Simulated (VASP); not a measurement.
Input of a VASP 6.6.1 run:

File INCAR:

```
SYSTEM = Fe
PREC = Accurate
ENCUT = 520
EDIFF = 1E-7
ISMEAR = -1
SIGMA = 0.05
LREAL = .FALSE.
LASPH = .TRUE.
NELM = 150
ALGO = Normal
ISIF = 2
LWAVE = .FALSE.
LCHARG = .FALSE.
ISPIN = 2
MAGMOM = 2.709
LORBIT = 11
LMAXMIX = 4
GGA = RP
NBANDS = 14
```

KPOINTS

```
regular mesh
0
G
  24 24 24
  0 0 0
```

The input POSCAR:

```
Fe
1.0
    0.0000000000      1.8401180091      1.8401180091
    1.8401180091      0.0000000000      1.8401180091
    1.8401180091      1.8401180091      0.0000000000
Fe
1
Direct
    0.0000000000      0.0000000000      0.0000000000
```

Potentials or basis: VASP PAW PBE potentials, release 64 (Fe).

Run with:

```sh
$ cat potpaw_PBE.64/Fe/POTCAR > POTCAR
$ mpirun -np 1 vasp_std > vasp.out
```

(1) Predict the net moment.

(2) What does it give for the site moments?

(3) What does it give for the pressure?

Results:

(1) 2.65 μB per cell.

(2) Fe +2.65 μB.

(3) -0.2 GPa.

Caveat: the PAW data sets were made with another functional, which shifts forces and pressure a little.
